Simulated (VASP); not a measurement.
# Ga (Cmce) in VASP: further runs

The runs below take Ga through single point, with LDA.

Everything below comes from runs of VASP 6.6.1. Logs are shortened: lines on timing, memory, paths and dates and some standing lists are left out, and cuts for length are marked.

**1. The cell of the first run**

It takes space group Cmce (No. 64, orthorhombic). The conventional cell has a = 4.436 Å, b = 7.484 Å, c = 4.425 Å, α = 90.00°, β = 90.00°, γ = 90.00°. Within 3.2 Å of Ga (site symmetry m) lie 7 Ga at 2.45 to 2.74 Å.

**2. Single point, LDA**

The input, INCAR:

```
  ALGO = Normal
  EDIFF = 1E-6
  ENCUT = 520
  GGA = CA
  ISIF = 2
  ISMEAR = 1
  LASPH = T
  LCHARG = F
  LREAL = F
  LWAVE = F
  NBANDS = 34
  NELM = 80
  PREC = Accurate
  SIGMA = 0.6
```

The input, KPOINTS:

```
k-points
0
Gamma
  8 8 7
```

The input, POSCAR:

```
Ga
1.0
    2.2178908173     -3.7419137528      0.0000000000
    2.2178908173      3.7419137528      0.0000000000
    0.0000000000      0.0000000000      4.4249628129
Ga
4
Direct
    0.8443628362      0.1556371638      0.0859373133
    0.6556371638      0.3443628362      0.5859373133
    0.1556371638      0.8443628362      0.9140626867
    0.3443628362      0.6556371638      0.4140626867
```

Potentials or basis: VASP PAW LDA potentials, release 64 (Ga_d).

Command:

```bash
$ cat potpaw_LDA.64/Ga_d/POTCAR > POTCAR
$ mpirun -np 1 vasp_std > vasp.out
```

OUTCAR:

```text
EDIFF = 1E-6
   ENCUT = 520
   GGA = CA
   ISIF = 2
   ISMEAR = 1
   LASPH = T
   LREAL = F
   NELM = 80
   PREC = Accurate

 ion  position               nearest neighbor table
   1  0.844  0.156  0.086-   3 2.45   2 2.62   2 2.62   4 2.65   4 2.65   3 2.74   3 2.74
   2  0.656  0.344  0.586-   4 2.45   1 2.62   1 2.62   3 2.65   3 2.65   4 2.74   4 2.74
   3  0.156  0.844  0.914-   1 2.45   4 2.62   4 2.62   2 2.65   2 2.65   1 2.74   1 2.74
   4  0.344  0.656  0.414-   2 2.45   3 2.62   3 2.62   1 2.65   1 2.65   2 2.74   2 2.74

  LATTYP: Found a base centered orthorhombic cell.
 ALAT       =     4.4357816346
 B/A-ratio  =     1.6871496665
 C/A-ratio  =     0.9975610112

  Lattice vectors:

 A1 = (   2.2178908173,  -3.7419137528,   0.0000000000)
 A2 = (   2.2178908173,   3.7419137528,   0.0000000000)
 A3 = (   0.0000000000,   0.0000000000,   4.4249628129)

Analysis of symmetry for initial positions (statically):
=====================================================================
 Subroutine PRICEL returns:
 Original cell was already a primitive cell.

 Routine SETGRP: Setting up the symmetry group for a
 base centered orthorhombic supercell.

 Subroutine GETGRP returns: Found  8 space group operations
 (whereof  4 operations were pure point group operations)
 out of a pool of  8 trial point group operations.

The static configuration has the point symmetry C_2h.
 The point group associated with its full space group is D_2h.

Analysis of symmetry for dynamics (positions and initial velocities):
=====================================================================
 Subroutine PRICEL returns:
 Original cell was already a primitive cell.

 Routine SETGRP: Setting up the symmetry group for a
 base centered orthorhombic supercell.

 Subroutine GETGRP returns: Found  8 space group operations
 (whereof  4 operations were pure point group operations)
 out of a pool of  8 trial point group operations.

The dynamic configuration has the point symmetry C_2h.
 The point group associated with its full space group is D_2h.

 Subroutine INISYM returns: Found  8 space group operations
 (whereof  4 operations are pure point group operations),
 and found     1 'primitive' translations

----------------------------------------------------------------------------------------

                                     Primitive cell

  volume of cell :      73.4469

  direct lattice vectors                    reciprocal lattice vectors
     2.217890817 -3.741913753  0.000000000     0.225439411 -0.133621466  0.000000000
     2.217890817  3.741913753  0.000000000     0.225439411  0.133621466  0.000000000
     0.000000000  0.000000000  4.424962813     0.000000000  0.000000000  0.225990600

  length of vectors
     4.349822779  4.349822779  4.424962813     0.262064160  0.262064160  0.225990600

  position of ions in fractional coordinates (direct lattice)
     0.844362836  0.155637164  0.085937313
     0.655637164  0.344362836  0.585937313
     0.155637164  0.844362836  0.914062687
     0.344362836  0.655637164  0.414062687

  ion indices of the primitive-cell ions
   primitive index   ion index
                 1           1
                 2           2
                 3           3
                 4           4

----------------------------------------------------------------------------------------

 KPOINTS: k-points

Automatic generation of k-mesh.
 Grid dimensions read from file:
 generate k-points for:    8    8    7

 Generating k-lattice:

  Cartesian coordinates                     Fractional coordinates (reciprocal lattice)
     0.028179926 -0.016702683  0.000000000     0.125000000  0.000000000  0.000000000
     0.028179926  0.016702683  0.000000000     0.000000000  0.125000000  0.000000000
     0.000000000  0.000000000  0.032284371     0.000000000  0.000000000  0.142857143

  Length of vectors
     0.032758020  0.032758020  0.032284371

  Shift w.r.t. Gamma in fractional coordinates (k-lattice)
     0.000000000  0.000000000  0.000000000

 Subroutine IBZKPT returns following result:
 ===========================================

 Found     84 irreducible k-points:

 Following reciprocal coordinates:
            Coordinates               Weight
  0.000000  0.000000  0.000000      1.000000
  0.125000  0.000000  0.000000      4.000000
  0.250000  0.000000  0.000000      4.000000
  0.375000  0.000000  0.000000      4.000000
  0.500000  0.000000  0.000000      2.000000
  0.125000  0.125000  0.000000      2.000000
[... 16 lines left out ...]
  0.125000  0.000000  0.142857      8.000000
  0.250000  0.000000  0.142857      8.000000
 [... further k-points ...]
   k-points           NKPTS =     84   k-points in BZ     NKDIM =     84   number of bands    NBANDS=     34
   number of dos      NEDOS =    301   number of ions     NIONS =      4
   total plane-waves  NPLWV =  36864
   dimension x,y,z NGX =    32 NGY =   32 NGZ =   36
   dimension x,y,z NGXF=    64 NGYF=   64 NGZF=   72
   ions per type =               4
   NGX,Y,Z   is equivalent  to a cutoff of  12.23, 12.23, 13.53 a.u.
   NGXF,Y,Z  is equivalent  to a cutoff of  24.46, 24.46, 27.05 a.u.
 SYSTEM =  unknown system
   PREC   = accura    normal or accurate (medium, high low for compatibility)
   ISTART =      0    job   : 0-new  1-cont  2-samecut
   ICHARG =      2    charge: 1-file 2-atom 10-const
   ISPIN  =      1    spin polarized calculation?
   LNONCOLLINEAR =      F non collinear calculations
   LSORBIT =      F    spin-orbit coupling
   LASPH  =      T    aspherical Exc in radial PAW
   ENCUT  =  520.0 eV  38.22 Ry    6.18 a.u.   8.09  8.09  8.23*2*pi/ulx,y,z
   NELM   =     80;   NELMIN=  2; NELMDL= -5     # of ELM steps
   EDIFF  = 0.1E-05   stopping-criterion for ELM
   LREAL  =      F    real-space projection
   EDIFFG = 0.1E-04   stopping-criterion for IOM
   NSW    =      0    number of steps for IOM
   IBRION =     -1    ionic relax: 0-MD 1-quasi-New 2-CG
   NFREE  =      0    steps in history (QN), initial steepest desc. (CG)
   ISIF   =      2    stress and relaxation
   ISYM   =      2    0-nonsym 1-usesym 2-fastsym
   POTIM  = 0.5000    time-step for ionic-motion
   TEBEG  =    0.0;   TEEND  =   0.0 temperature during run
   PSTRESS=    0.0 pullay stress
   NELECT =      52.0000    total number of electrons
   NUPDOWN=      -1.0000    fix difference up-down
   EMIN   =  10.00;   EMAX   =-10.00  energy-range for DOS
   EFERMI =   0.00;   METHOD = LEGACY
   ISMEAR =     1;   SIGMA  =   0.60  broadening in eV -4-tet -1-fermi 0-gaus
   EFERMI_NEDOS =   21; number of points for ismear=-14 and -15
   IALGO  =     38    algorithm
   IMIX   =      4    mixing-type and parameters
     AMIX     =   0.40;   BMIX     =  1.00
     AMIX_MAG =   1.60;   BMIX_MAG =  1.00
  volume/ion in A,a.u.               =      18.36       123.91
  Fermi-wavevector in a.u.,A,eV,Ry     =   1.459099  2.757297 28.966394  2.128970
  Thomas-Fermi vector in A             =   2.575706
   LORBIT       =      0    0 simple, 1 ext, 2 COOP (PROOUT), +10 PAW based schemes
   GGA     = CA    functional components
   LHFCALC =     F    Hartree Fock is set to
   AEXX    =    0.0000 exact exchange contribution
   IVDW    =     0    specifies the selected vdW correction
   LEPSILON=     F    determine dielectric tensor
   LRPA    =     F    only Hartree local field effects (RPA)
 non-spin polarized calculation
 Methfessel and Paxton  Order N= 1 SIGMA  =   0.60
  energy-cutoff  :      520.00
  volume of cell :       73.45
 maximum number of plane-waves:      2002
   NGX = 17   NGY = 17   NGZ = 17

 number of electron      52.0000021 magnetization

 Free energy of the ion-electron system (eV)
  ---------------------------------------------------
  ext. energy  EPLUGINS =         0.00000000
  ---------------------------------------------------
  free energy    TOTEN  =       -14.41738503 eV

  energy without entropy =      -14.44406281  energy(sigma->0) =      -14.42627762

 E-fermi :   5.3656     XC(G=0): -11.3001

 val. band max:        5.3372525524   @ k =   0.0000   0.0000   0.4286
 cond. band min:       5.3867668023   @ k =   0.5000   0.3750   0.1429
 fundamental gap:      0.0495142499
 Fermi energy:         5.3656004840

 k-point     1 :       0.0000    0.0000    0.0000
  band No.  band energies     occupation
      1      -9.9840      2.00000
      2      -9.9772      2.00000
      3      -9.9434      2.00000
      4      -9.9247      2.00000
      5      -9.8953      2.00000
      6      -9.8706      2.00000
[... 26 lines left out ...]
     33      12.4424     -0.00000
     34      13.0452     -0.00000

 k-point     2 :       0.1250    0.0000    0.0000
  band No.  band energies     occupation
      1      -9.9881      2.00000
      2      -9.9695      2.00000
      3      -9.9484      2.00000
      4      -9.9311      2.00000
      5      -9.8816      2.00000
      6      -9.8673      2.00000
[... 26 lines left out ...]
     33      12.3436     -0.00000
     34      13.2249     -0.00000

 k-point     3 :       0.2500    0.0000    0.0000
  band No.  band energies     occupation
      1      -9.9901      2.00000
      2      -9.9611      2.00000
      3      -9.9535      2.00000
      4      -9.9391      2.00000
      5      -9.8758      2.00000
      6      -9.8452      2.00000
[... 26 lines left out ...]
     33      11.6688     -0.00000
     34      12.7576     -0.00000
[... 704 lines left out ...]
 k-point    23 :       0.1250    0.0000    0.1429
  band No.  band energies     occupation
      1      -9.9948      2.00000
      2      -9.9654      2.00000
      3      -9.9419      2.00000
      4      -9.9353      2.00000
      5      -9.8841      2.00000
      6      -9.8574      2.00000
[... 26 lines left out ...]
     33      11.3003     -0.00000
     34      12.8893     -0.00000

 k-point    24 :       0.2500    0.0000    0.1429
  band No.  band energies     occupation
      1      -9.9947      2.00000
      2      -9.9734      2.00000
      3      -9.9526      2.00000
      4      -9.9223      2.00000
      5      -9.8801      2.00000
      6      -9.8568      2.00000
[... 26 lines left out ...]
     33      11.3595     -0.00000
     34      13.8607     -0.00000

 [... further k-points ...]

------------------------ aborting loop because EDIFF is reached ----------------------------------------

  FORCE on cell =-STRESS in cart. coord.  units (eV):
  Direction    XX          YY          ZZ          XY          YZ          ZX
  --------------------------------------------------------------------------------------
  -------------------------------------------------------------------------------------
  Total        0.0557342      0.0312621     -0.0123278      0.0000000      0.0000000      0.0000000
  in kB        1.2157911      0.6819545     -0.2689206      0.0000000      0.0000000      0.0000000
  external PRESSURE =       0.5429417 kB  Pullay stress =       0.0000000 kB

 VOLUME and BASIS-vectors are now :
 -----------------------------------------------------------------------------
  energy-cutoff  :      520.00
  volume of cell :       73.45
      direct lattice vectors                 reciprocal lattice vectors
     2.217890817 -3.741913753  0.000000000     0.225439411 -0.133621466  0.000000000
     2.217890817  3.741913753  0.000000000     0.225439411  0.133621466  0.000000000
     0.000000000  0.000000000  4.424962813     0.000000000  0.000000000  0.225990600

 POSITION                                       TOTAL-FORCE (eV/Angst)
 -----------------------------------------------------------------------------------
      2.21789     -2.57715      0.38027         0.000000      0.002479     -0.001774
      2.21789     -1.16476      2.59275         0.000000     -0.002479     -0.001774
      2.21789      2.57715      4.04469         0.000000     -0.002479      0.001774
      2.21789      1.16476      1.83221         0.000000      0.002479      0.001774
 -----------------------------------------------------------------------------------
    total drift:                                0.000000      0.000000      0.000000

  FREE ENERGIE OF THE ION-ELECTRON SYSTEM (eV)
  ---------------------------------------------------
  free  energy   TOTEN  =       -14.4173850268 eV

  energy  without entropy=      -14.4440628118  energy(sigma->0) =      -14.42627762
```

Wall time 2.1 min (1 thread of Intel Xeon Platinum 8488C (Sapphire Rapids), shared host); peak memory 0.26 GiB.

What came out:

- Free energy: -14.4174 eV
- Pressure: 0.1 GPa
- Largest force: 0.003 eV/Å
- Band gap on the k mesh: zero (bands 26 and 27 overlap by 1.05 eV)

Forces on the atoms (eV/Å):
```
Ga   0.000  0.002 -0.002
Ga   0.000 -0.002 -0.002
Ga   0.000 -0.002  0.002
Ga   0.000  0.002  0.002
```

Stress tensor (GPa, compression positive):
```
 0.12  0.00  0.00
 0.00  0.07  0.00
 0.00  0.00 -0.03
```

Levels at points of the mesh, in eV from the Fermi level:
| k point | band 23 | band 24 | band 25 | band 26 | band 27 | band 28 | band 29 | band 30 |
| --- | --- | --- | --- | --- | --- | --- | --- | --- |
| (0.00, 0.00, 0.00) | -3.88 | -1.88 | -1.73 | -0.78 | 0.88 | 1.00 | 1.11 | 5.35 |
| (0.50, 0.00, 0.00) | -3.51 | -3.51 | -1.47 | -1.47 | 0.81 | 0.81 | 4.35 | 4.35 |
| (0.50, 0.50, 0.00) | -4.20 | -3.53 | -1.69 | -1.60 | 1.11 | 1.21 | 3.53 | 3.97 |

Caveat: so wide a smearing shifts energies and pressures.

**3. Single point, LDA**

The input, INCAR:

```
PREC = Accurate
ENCUT = 520
EDIFF = 1E-6
ISMEAR = 1
SIGMA = 1.0
LREAL = False
LASPH = True
NELM = 100
ALGO = Normal
ISIF = 2
LWAVE = False
LCHARG = True
GGA = CA
LELF = True
LVHAR = True
NBANDS = 34
```

The input, KPOINTS:

```
regular mesh
0
Gamma
  8 8 7
```

POSCAR is that of step 2.

Potentials or basis: VASP PAW LDA potentials, release 64 (Ga_d).

Command:

```bash
$ cat potpaw_LDA.64/Ga_d/POTCAR > POTCAR
$ mpirun -np 1 vasp_std > vasp.out
```

Run time: 2 min. Hardware: 1 thread of Intel Xeon Platinum 8488C (Sapphire Rapids), shared host; peak memory 0.25 GiB.

The run converged. Its results:

```yaml
Free_energy: -14.3843 eV
Pressure: 0.0 GPa
Largest_force: 0.039 eV/Å
Band_gap_on_the_k_mesh: zero (bands 26 and 27 overlap by 1.05 eV)
```

Forces on the atoms (eV/Å):
```
Ga   0.000  0.039  0.002
Ga   0.000 -0.039  0.002
Ga   0.000 -0.039 -0.002
Ga   0.000  0.039 -0.002
```

Stress tensor (GPa, compression positive):
```
 0.46  0.00  0.00
 0.00 -0.20  0.00
 0.00  0.00 -0.18
```

Levels at points of the mesh, in eV from the Fermi level:
| k point | band 23 | band 24 | band 25 | band 26 | band 27 | band 28 | band 29 | band 30 |
| --- | --- | --- | --- | --- | --- | --- | --- | --- |
| (0.00, 0.00, 0.00) | -3.89 | -1.88 | -1.73 | -0.79 | 0.87 | 0.99 | 1.10 | 5.35 |
| (0.50, 0.00, 0.00) | -3.52 | -3.52 | -1.48 | -1.48 | 0.80 | 0.80 | 4.34 | 4.34 |
| (0.50, 0.50, 0.00) | -4.21 | -3.54 | -1.69 | -1.60 | 1.09 | 1.19 | 3.53 | 3.96 |

Caveat: so wide a smearing shifts energies and pressures.

[end of part 1 of 2]

The gap in the log of VASP goes by the Fermi energy; the results here count the filled bands.